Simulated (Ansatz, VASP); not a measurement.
Sc in VASP and in Ansatz

INCAR

```
  PREC = Accurate
  ENCUT = 500
  EDIFF = 1E-7
  ISMEAR = -1
  SIGMA = 0.1
  LREAL = False
  LASPH = True
  NELM = 120
  ALGO = Normal
  ISIF = 3
  LWAVE = False
  LCHARG = False
  GGA = RP
  IBRION = 2
  NSW = 80
  EDIFFG = -0.01
  GGA_COMPAT = False
  NELMIN = 4
```

File KPOINTS:

```
Automatic mesh
0
Gamma
  10 10 10
```

The input POSCAR:

```
Sc
1.0
    3.0000848774      0.0000000000      0.0000000000
    0.0000000000      3.0000848774      0.0000000000
    0.0000000000      0.0000000000      3.0000848774
Sc
1
Direct
    0.0000000000      0.0000000000      0.0000000000
```

Input for Ansatz:

```yaml
crystal:
  lattice:
    - [3.0000848774, 0.0, 0.0]
    - [0.0, 3.0000848774, 0.0]
    - [0.0, 0.0, 3.0000848774]
  atoms:
    - { symbol: Sc, position: [0.0, 0.0, 0.0] }
hamiltonian:
  xc: rpbe
  pseudopotentials:
    kind: paw
    azcp:
      Sc: "pseudopotentials/Sc.paw.azcp"
basis:
  ecutwfc: 420
  fft_grid_basis: typed
kpoints:
  mp_grid: { grid: [10, 10, 10], shift: [0, 0, 0] }
magnetization:
  spin_polarized: false
scf:
  occupations: { method: fermi_dirac, width: 0.1 }
relax:
  max_steps: 60
  f_tol: 0.01
  cell: {}
output:
  write_density: true
  write_potential: true
  elf: true
  volumetric_format: npy
```

Alike in both runs: task relaxation of cell and atoms; functional RPBE; k mesh 10 × 10 × 10; occupations fermi-dirac, width 0.1 eV; no spin polarisation.

```csv
,VASP,Ansatz
version,VASP 6.6.1,Ansatz 0.2.0
potentials or method,"VASP PAW PBE potentials, release 64 (Sc_sv), cutoff 500 eV","plane waves (420 eV) with PAW, scalar-relativistic"
valence electrons in the cell,11,11
```

|  | VASP | Ansatz | Ansatz less VASP |
| --- | --- | --- | --- |
| relaxed volume (Å³/atom) | 27.62 | 27.60 | -0.014 |
| relaxed cell length with the largest relative difference (Å) | 3.023 | 3.022 | -0.0005 |

VASP's potentials were made for PBE, not for RPBE.
